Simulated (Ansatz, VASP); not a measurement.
## Hf: VASP beside Ansatz

```
Hf
1.0
    -1.82305    1.80500    1.80500
     1.80500   -1.82305    1.80500
     1.80500    1.80500   -1.82305
Hf
1
Direct
  0.00000 0.00000 0.00000
```

Change from the starting cell: equal xy, yz and zx shear strains of -1 %, PAW files.

Alike in both runs: task electric field gradients; functional PBEsol; k mesh 16 × 16 × 16; occupations fermi-dirac, width 0.08 eV; no spin polarisation.

|  | VASP | Ansatz |
| --- | --- | --- |
| version | VASP 6.6.1 | Ansatz 0.2.0 |
| potentials or method | VASP PAW PBE potentials, release 64 (Hf_pv) | PAW with Ansatz's default frozen-core files, scalar-relativistic |
| plane-wave cutoff (eV) | 520 | 420 |
| valence electrons in the cell | 10 | 26 |

```tsv
	VASP	Ansatz	Ansatz less VASP
pressure (GPa)	-9.2	-8.9	+0.31
traceless stress, the component that is largest in VASP (GPa)	0.43	0.44	+0.004
size of Vzz on the site where it differs most (V/Å²)	22.9	23.9	+1.02
```

VASP's potentials were made for PBE, not for PBEsol. With one functional, cell and mesh, what is left measures potentials, basis and numerics. VASP's potentials hold 10 valence electrons a cell and Ansatz's 26, so a difference there can come from the potentials and not from the codes.

Neither program's run includes spin-orbit coupling.
